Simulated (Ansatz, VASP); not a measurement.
# Na2S: VASP beside Ansatz

INCAR

```
ALGO = Normal
EDIFF = 1E-6
ENCUT = 500
GGA = PE
GGA_COMPAT = False
ISIF = 2
ISMEAR = 0
LASPH = True
LCHARG = False
LREAL = False
LWAVE = False
NBANDS = 17
NELM = 120
PREC = Accurate
SIGMA = 0.01
```

KPOINTS

```
k-points
0
Gamma
  6 6 6
```

Contents of POSCAR:

```
Na2S
1.0
    0.0000000000      3.3482374574      3.3482374574
    3.3482374574      0.0000000000      3.3482374574
    3.3482374574      3.3482374574      0.0000000000
S Na
1 2
Direct
    0.0000000000      0.0000000000      0.0000000000
    0.2500000000      0.2500000000      0.2500000000
    0.7500000000      0.7500000000      0.7500000000
```

Input for Ansatz:

```yaml
crystal:
  lattice:
    - [0.0, 3.3482374574, 3.3482374574]
    - [3.3482374574, 0.0, 3.3482374574]
    - [3.3482374574, 3.3482374574, 0.0]
  atoms:
    - { symbol: S, position: [0.0, 0.0, 0.0] }
    - { symbol: Na, position: [0.25, 0.25, 0.25] }
    - { symbol: Na, position: [0.75, 0.75, 0.75] }
kpoints:
  mp_grid: { grid: [6, 6, 6] }
hamiltonian:
  xc: pbe
scf:
  occupations: { method: fixed }
  n_extra_bands: 4
output:
  forces: true
  stress: true
  eigenvalues: true
```

Alike in both runs: task single point; functional PBE; k mesh 6 × 6 × 6; no spin polarisation.

|  | VASP | Ansatz |
| --- | --- | --- |
| version | VASP 6.6.1 | Ansatz 0.2.0 |
| potentials or method | VASP PAW PBE potentials, release 64 (S, Na_pv) | plane waves, PAW |
| plane-wave cutoff (eV) | 500 | 420 |
| occupations | gaussian, width 0.01 eV | fixed |
| valence electrons in the cell | 20 | 24 |

|  | VASP | Ansatz | Ansatz less VASP |
| --- | --- | --- | --- |
| gap on the k mesh at the Fermi level (eV) | 2.26 | 2.26 | +0.002 |
| pressure (GPa) | -1.5 | -1.4 | +0.02 |

VASP's potentials hold 20 valence electrons a cell and Ansatz's 24, so a difference there can come from the potentials and not from the codes.
